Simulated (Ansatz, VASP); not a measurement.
# One calculation of BP4, two programs

```xyz
5
Lattice="3.1716 0.0000 0.0000 -1.5858 2.7467 0.0000 0.0000 0.0000 11.0321" Properties=species:S:1:pos:R:3 pbc="T T T"
B     1.5858    0.9156    5.5160
P     0.0000    1.8311    1.5585
P     0.0000    1.8311    9.4736
P     0.0000    0.0000    5.5160
P     1.5858    0.9156    0.0000
```

Alike in both runs: functional PBE; k mesh 12 × 12 × 4; occupations gaussian, width 0.1 eV; no spin polarisation.

Ansatz relaxed the structure, and its values are those at the end. VASP's run is a single point on that final structure, the one shown.

```csv
,VASP,Ansatz
version,VASP 6.6.1,Ansatz 0.2.0
potentials or method,"VASP PAW PBE potentials, release 64 (B, P), cutoff 520 eV","scalar-relativistic, plane waves, PAW"
valence electrons in the cell,23,23
```

```tsv
	VASP	Ansatz	Ansatz less VASP
gap on the k mesh at the Fermi level (eV)	none	none	-
pressure (GPa)	-0.2	0.0	+0.20
rms of the force components (eV/Å)	0.010	0.000	-0.0093
```

A gap of «none» marks a metal or a gap that the smearing closes. With one functional, cell and mesh, what is left measures potentials, basis and numerics.
